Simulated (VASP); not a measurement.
# CdF2 (Fm-3m) in VASP: single point with PBE

Aim: the single point of CdF2 with PBE.

Program: VASP 6.6.1. These are calculated values, not measurements. Logs are shortened: lines on timing, memory, paths and dates and some standing lists are left out, and cuts for length are marked.

**1. The cell of the first run**

It takes space group Fm-3m (No. 225, cubic). Conventional cell: a = 5.388 Å, b = 5.388 Å, c = 5.388 Å, α = 90.00°, β = 90.00°, γ = 90.00°. Cd (site symmetry m-3m) has 8 F at 2.33 Å within 3.1 Å. Within 3.1 Å of F (site symmetry -43m) lie 4 Cd at 2.33 Å and 6 F at 2.69 Å.

**2. Single point, PBE**

Input file INCAR:

```
SYSTEM = CdF2
PREC = Accurate
ENCUT = 520
EDIFF = 1E-7
ISMEAR = -4
SIGMA = 0.1
LREAL = .False.
LASPH = .True.
NELM = 60
ALGO = Normal
ISIF = 2
LWAVE = .False.
LCHARG = .False.
GGA = PE
NBANDS = 20
```

Input file KPOINTS:

```
regular mesh
0
Gamma
  8 8 8
  0 0 0
```

Input file POSCAR:

```
CdF2
1.0
    0.0000000000      2.6940000000      2.6940000000
    2.6940000000      0.0000000000      2.6940000000
    2.6940000000      2.6940000000      0.0000000000
Cd F
1 2
Direct
    0.0000000000      0.0000000000      0.0000000000
    0.2500000000      0.2500000000      0.2500000000
    0.7500000000      0.7500000000      0.7500000000
```

Potentials or basis: VASP PAW PBE potentials, release 64 (Cd, F).

The run is started by

```console
cat potpaw_PBE.64/Cd/POTCAR potpaw_PBE.64/F/POTCAR > POTCAR
mpirun -np 1 vasp_std > vasp.out
```

OUTCAR:

```text
SYSTEM = CdF2
   PREC = Accurate
   ENCUT = 520
   EDIFF = 1E-7
   ISMEAR = -4
   LREAL = .False.
   LASPH = .True.
   NELM = 60
   ISIF = 2
   GGA = PE

 ion  position               nearest neighbor table
   1  0.000  0.000  0.000-   3 2.33   3 2.33   3 2.33   2 2.33   3 2.33   2 2.33   2 2.33   2 2.33

   2  0.250  0.250  0.250-   1 2.33   1 2.33   1 2.33   1 2.33
   3  0.750  0.750  0.750-   1 2.33   1 2.33   1 2.33   1 2.33

  LATTYP: Found a face centered cubic cell.
 ALAT       =     5.3880000000

  Lattice vectors:

 A1 = (   0.0000000000,   2.6940000000,   2.6940000000)
 A2 = (   2.6940000000,   0.0000000000,   2.6940000000)
 A3 = (   2.6940000000,   2.6940000000,   0.0000000000)

Analysis of symmetry for initial positions (statically):
=====================================================================
 Subroutine PRICEL returns:
 Original cell was already a primitive cell.

 Routine SETGRP: Setting up the symmetry group for a
 face centered cubic supercell.

 Subroutine GETGRP returns: Found 48 space group operations
 (whereof 48 operations were pure point group operations)
 out of a pool of 48 trial point group operations.

The static configuration has the point symmetry O_h .

Analysis of symmetry for dynamics (positions and initial velocities):
=====================================================================
 Subroutine PRICEL returns:
 Original cell was already a primitive cell.

 Routine SETGRP: Setting up the symmetry group for a
 face centered cubic supercell.

 Subroutine GETGRP returns: Found 48 space group operations
 (whereof 48 operations were pure point group operations)
 out of a pool of 48 trial point group operations.

The dynamic configuration has the point symmetry O_h .

 Subroutine INISYM returns: Found 48 space group operations
 (whereof 48 operations are pure point group operations),
 and found     1 'primitive' translations

----------------------------------------------------------------------------------------

                                     Primitive cell

  volume of cell :      39.1041

  direct lattice vectors                    reciprocal lattice vectors
     0.000000000  2.694000000  2.694000000    -0.185597624  0.185597624  0.185597624
     2.694000000  0.000000000  2.694000000     0.185597624 -0.185597624  0.185597624
[... 80 lines left out ...]
   PREC   = accura    normal or accurate (medium, high low for compatibility)
   ISTART =      0    job   : 0-new  1-cont  2-samecut
   ICHARG =      2    charge: 1-file 2-atom 10-const
   ISPIN  =      1    spin polarized calculation?
   LNONCOLLINEAR =      F non collinear calculations
   LSORBIT =      F    spin-orbit coupling
   LASPH  =      T    aspherical Exc in radial PAW
   ENCUT  =  520.0 eV  38.22 Ry    6.18 a.u.   7.08  7.08  7.08*2*pi/ulx,y,z
   NELM   =     60;   NELMIN=  2; NELMDL= -5     # of ELM steps
   EDIFF  = 0.1E-06   stopping-criterion for ELM
   LREAL  =      F    real-space projection
   EDIFFG = 0.1E-05   stopping-criterion for IOM
   NSW    =      0    number of steps for IOM
   IBRION =     -1    ionic relax: 0-MD 1-quasi-New 2-CG
   NFREE  =      0    steps in history (QN), initial steepest desc. (CG)
   ISIF   =      2    stress and relaxation
   ISYM   =      2    0-nonsym 1-usesym 2-fastsym
   POTIM  = 0.5000    time-step for ionic-motion
   TEBEG  =    0.0;   TEEND  =   0.0 temperature during run
   PSTRESS=    0.0 pullay stress
   NELECT =      26.0000    total number of electrons
   NUPDOWN=      -1.0000    fix difference up-down
   EMIN   =  10.00;   EMAX   =-10.00  energy-range for DOS
   EFERMI =   0.00;   METHOD = LEGACY
   ISMEAR =    -4;   SIGMA  =   0.10  broadening in eV -4-tet -1-fermi 0-gaus
   EFERMI_NEDOS =   21; number of points for ismear=-14 and -15
   IALGO  =     38    algorithm
   IMIX   =      4    mixing-type and parameters
     AMIX     =   0.40;   BMIX     =  1.00
     AMIX_MAG =   1.60;   BMIX_MAG =  1.00
  volume/ion in A,a.u.               =      13.03        87.96
  Fermi-wavevector in a.u.,A,eV,Ry     =   1.428867  2.700166 27.778468  2.041660
  Thomas-Fermi vector in A             =   2.548882
   LORBIT       =      0    0 simple, 1 ext, 2 COOP (PROOUT), +10 PAW based schemes
   GGA     = PE    functional components
   LHFCALC =     F    Hartree Fock is set to
   AEXX    =    0.0000 exact exchange contribution
   IVDW    =     0    specifies the selected vdW correction
   LEPSILON=     F    determine dielectric tensor
   LRPA    =     F    only Hartree local field effects (RPA)
 non-spin polarized calculation
 Fermi weights with tetrahedron method witout Bloechl corrections
  energy-cutoff  :      520.00
  volume of cell :       39.10
 maximum number of plane-waves:      1067
   NGX = 15   NGY = 15   NGZ = 15

 number of electron      25.9999990 magnetization

 Free energy of the ion-electron system (eV)
  ---------------------------------------------------
  ext. energy  EPLUGINS =         0.00000000
  ---------------------------------------------------
  free energy    TOTEN  =       -10.85937009 eV

  energy without entropy =      -10.85937009  energy(sigma->0) =      -10.85937009

 E-fermi :  -1.2802     XC(G=0): -10.4121

 val. band max:       -1.3114629578   @ k =  -0.2500   0.5000   0.2500
 cond. band min:       1.7564689628   @ k =   0.0000   0.0000   0.0000
 fundamental gap:      3.0679319207
 Fermi energy:        -1.2802038657

 k-point     1 :       0.0000    0.0000    0.0000
  band No.  band energies     occupation
      1     -22.1167      2.00000
      2     -21.0119      2.00000
      3      -6.9268      2.00000
      4      -6.9268      2.00000
      5      -6.9268      2.00000
      6      -5.7192      2.00000
[... 541 lines left out ...]
     19      17.4033      0.00000
     20      20.9784      0.00000

 [... further k-points ...]
[... 5 lines left out ...]
  --------------------------------------------------------------------------------------
  -------------------------------------------------------------------------------------
  Total        1.5104800      1.5104800      1.5104800     -0.0000000     -0.0000000      0.0000000
  in kB       61.8874772     61.8874772     61.8874772     -0.0000000     -0.0000000      0.0000000
  external PRESSURE =      61.8874772 kB  Pullay stress =       0.0000000 kB

 VOLUME and BASIS-vectors are now :
 -----------------------------------------------------------------------------
  energy-cutoff  :      520.00
  volume of cell :       39.10
      direct lattice vectors                 reciprocal lattice vectors
     0.000000000  2.694000000  2.694000000    -0.185597624  0.185597624  0.185597624
     2.694000000  0.000000000  2.694000000     0.185597624 -0.185597624  0.185597624
     2.694000000  2.694000000  0.000000000     0.185597624  0.185597624 -0.185597624

 POSITION                                       TOTAL-FORCE (eV/Angst)
 -----------------------------------------------------------------------------------
      0.00000      0.00000      0.00000         0.000000      0.000000      0.000000
      1.34700      1.34700      1.34700         0.000000      0.000000      0.000000
      4.04100      4.04100      4.04100        -0.000000     -0.000000     -0.000000
 -----------------------------------------------------------------------------------
    total drift:                                0.000000      0.000000      0.000000

  FREE ENERGIE OF THE ION-ELECTRON SYSTEM (eV)
  ---------------------------------------------------
  free  energy   TOTEN  =       -10.8593700943 eV

  energy  without entropy=      -10.8593700943  energy(sigma->0) =      -10.85937009
```

OSZICAR:

```text
N       E                     dE             d eps       ncg     rms          rms(c)
DAV:   1     0.200289159868E+03    0.20029E+03   -0.15509E+04  1192   0.132E+03
DAV:   2    -0.426037275510E+01   -0.20455E+03   -0.19695E+03  1260   0.348E+02
DAV:   3    -0.125315315502E+02   -0.82712E+01   -0.82503E+01  1332   0.770E+01
DAV:   4    -0.125661309036E+02   -0.34599E-01   -0.34598E-01  1216   0.516E+00
DAV:   5    -0.125662553599E+02   -0.12446E-03   -0.12446E-03  1344   0.278E-01    0.103E+01
DAV:   6    -0.108290470372E+02    0.17372E+01   -0.39738E+00  1480   0.373E+01    0.746E+00
DAV:   7    -0.108742478590E+02   -0.45201E-01   -0.88439E-01  1184   0.850E+00    0.425E+00
DAV:   8    -0.108671646733E+02    0.70832E-02   -0.13346E-01  1208   0.344E+00    0.703E-01
DAV:   9    -0.108586841330E+02    0.84805E-02   -0.32519E-02  1408   0.225E+00    0.873E-02
DAV:  10    -0.108592479907E+02   -0.56386E-03   -0.28608E-03  1192   0.586E-01    0.119E-01
DAV:  11    -0.108593472478E+02   -0.99257E-04   -0.12339E-04  1256   0.110E-01    0.370E-02
DAV:  12    -0.108593684976E+02   -0.21250E-04   -0.36985E-05  1200   0.528E-02    0.183E-02
DAV:  13    -0.108593702788E+02   -0.17812E-05   -0.63988E-06  1248   0.204E-02    0.310E-03
DAV:  14    -0.108593700612E+02    0.21757E-06   -0.50790E-07  1244   0.888E-03    0.876E-04
DAV:  15    -0.108593700943E+02   -0.33090E-07   -0.65942E-08   996   0.243E-03
   1 F= -.10859370E+02 E0= -.10859370E+02  d E =0.000000E+00
```

stdout:

```text
POSCAR found type information on POSCAR CdF
 POSCAR found :  2 types and       3 ions
 scaLAPACK will be used
 LDA part: xc-table for (Slater+PW92), standard interpolation
 POSCAR, INCAR and KPOINTS ok, starting setup
 FFT: planning ... GRIDC
 FFT: planning ... GRID_SOFT
 FFT: planning ... GRID
 WAVECAR not read
 entering main loop
```

It took 28 s on 1 thread of Intel Xeon Platinum 8259CL at 2.50GHz (Skylake/Cascade Lake), shared host; peak memory 0.16 GiB.

What came out:

| Item | Value |
| --- | --- |
| Free energy | -10.8594 eV |
| Pressure | 6.2 GPa |
| Band gap on the k mesh | 3.07 eV, indirect (least direct gap 3.57 eV) |

Levels at points of the mesh, in eV from the valence-band top:
| k point | band 9 | band 10 | band 11 | band 12 | band 13 | band 14 | band 15 | band 16 | band 17 | band 18 |
| --- | --- | --- | --- | --- | --- | --- | --- | --- | --- | --- |
| (0.00, 0.00, 0.00) | -0.97 | -0.97 | -0.50 | -0.50 | -0.50 | 3.07 | 12.70 | 12.70 | 12.70 | 17.64 |
| (0.50, 0.00, 0.00) | -2.27 | -1.84 | -1.84 | -0.40 | -0.40 | 7.17 | 9.16 | 14.50 | 14.50 | 18.19 |
| (0.50, 0.50, 0.00) | -2.96 | -2.96 | -0.50 | -0.09 | -0.09 | 8.00 | 9.65 | 11.92 | 14.29 | 14.29 |

A k mesh can miss the band edges. As with any semilocal functional, this PBE gap is likely too small.
